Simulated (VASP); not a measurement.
YB: single point with r2SCAN

The system is YB.

```
Y B
1.0
     0.00000    2.74414    2.74414
     2.74414    0.00000    2.74414
     2.74414    2.74414    0.00000
Y B
1 1
Direct
  0.50000 0.50000 0.50000
  0.00000 0.00000 0.00000
```

```
Program             : VASP 6.6.1
Task                : single point
Functional          : r2SCAN
Potentials or basis : VASP PAW PBE potentials, release 64 (Y_sv, B)
Cutoff              : 520 eV
k mesh              : 12 × 12 × 12
Occupations         : gaussian, width 0.05 eV
Spin                : no spin polarisation
```

```
Pressure               : -5.4 GPa
Band gap on the k mesh : zero (bands 7 and 8 overlap by 3.05 eV)
```

Levels at points of the mesh, in eV from the Fermi level:
| k point | band 4 | band 5 | band 6 | band 7 | band 8 | band 9 | band 10 | band 11 |
| --- | --- | --- | --- | --- | --- | --- | --- | --- |
| (0.00, 0.00, 0.00) | -22.29 | -7.63 | 2.59 | 2.59 | 2.59 | 2.86 | 2.86 | 2.86 |
| (0.50, 0.00, 0.00) | -22.32 | -5.06 | -2.89 | -0.37 | -0.37 | 5.47 | 5.47 | 5.99 |
| (0.50, 0.50, 0.00) | -22.40 | -5.97 | -0.96 | 0.58 | 1.41 | 1.41 | 5.20 | 6.29 |

Wall time 4.3 min on 1 thread of Intel Xeon 8259CL, with other jobs on the host, peak memory 0.22 GiB.

Caveat: the cell stands under tension; the PAW data sets were made with another functional, which shifts forces and pressure a little.
